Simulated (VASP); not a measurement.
Input of a VASP 6.6.1 run:

Contents of INCAR:

```
SYSTEM = C18O
PREC     = Accurate       ! precision mode
ENCUT    = 910            ! plane-wave cutoff, eV
EDIFF    = 1E-6           ! SCF threshold, eV
ISMEAR   = -1             ! smearing method
SIGMA    = 0.05           ! smearing width, eV
LREAL    = Auto         
LASPH    = .True.         ! aspherical terms in the spheres
NELM     = 200            ! most SCF steps
ALGO     = Normal         ! electronic algorithm
ISIF     = 2              ! what is computed and relaxed
LWAVE    = .False.        ! write WAVECAR
LCHARG   = .False.        ! write CHGCAR
ISPIN    = 2              ! spin polarisation
MAGMOM   = 0 0 0 0 0 0 0 0 0 0 0 0 0 0 0 0 0 0 1 ! initial moments
LORBIT   = 11             ! projections on sites
GGA      = PE             ! functional
NBANDS   = 58             ! bands
GGA_COMPAT= .False.      
NELMDL   = -8
```

KPOINTS

```
Automatic mesh
0
Gamma
  2 2 1
  0 0 0
```

File POSCAR:

```
C18O
1.0
    7.3980000000      0.0000000000      0.0000000000
   -3.6990000000      6.4068560000      0.0000000000
    0.0000000000      0.0000000000     11.0000000000
C O
18 1
Direct
   -0.0037810946      0.0016451909      0.0821287783
    0.2162659794      0.1119810814      0.0821489732
   -0.0056841516      0.3329424944      0.0835597425
    0.2173023260      0.4437713044      0.0877686065
   -0.0047784192      0.6698991178      0.0877671995
    0.2182107933      0.7807273043      0.0835753068
    0.3281875510      0.0006891869      0.0826606013
    0.5514047990      0.1120266381      0.0821348369
    0.3231377218      0.3320973603      0.0900431489
    0.5478435026      0.4400618089      0.1137574188
    0.3303637234      0.6698883085      0.0877651558
    0.5478685476      0.7815666149      0.0900102384
    0.6611219388      0.0016867269      0.0821192054
    0.8843237222      0.1129775312      0.0826375806
    0.6646676887      0.3321575434      0.0900393528
    0.8821534641      0.4437686983      0.0877752696
    0.6646251254      0.6736107486      0.1137176478
    0.8893568341      0.7815329204      0.0900046232
    0.6062737480      0.5568849203      0.2276592139
```

Potentials or basis: VASP PAW PBE potentials, release 64 (C_h, O_h).

Launch:

```bash
$ cat potpaw_PBE.64/C_h/POTCAR potpaw_PBE.64/O_h/POTCAR > POTCAR
$ mpirun -np 1 vasp_std > vasp.out
```

Task: Estimate the net moment.

Result: 0.00 μB per cell.

Task: Predict the band gap on the k mesh.

Result: 0.20 eV.

Task: What does it give for the largest force?

Result: 0.084 eV/Å.

Forces in eV/Å, atoms in the order of the input:
```
C   -0.004  0.005 -0.002
C    0.004 -0.001 -0.002
C    0.000  0.002  0.004
C    0.001 -0.003 -0.001
C    0.000 -0.002  0.000
C   -0.001 -0.004  0.002
C   -0.002  0.006  0.000
C   -0.003 -0.002  0.002
C   -0.013  0.006 -0.004
C    0.008 -0.040 -0.035
C   -0.001  0.005 -0.001
C   -0.010 -0.005 -0.005
C    0.001  0.001  0.001
C    0.006 -0.007 -0.001
C    0.003 -0.005 -0.004
C    0.000  0.006 -0.001
C    0.005  0.042 -0.033
C    0.006 -0.003 -0.004
O   -0.001 -0.002  0.084
```

Caveat: the k points lie up to 0.49 Å⁻¹ apart; there is no dipole correction, which matters where the two faces differ; semilocal functionals underestimate gaps, and a narrow one can read as zero.
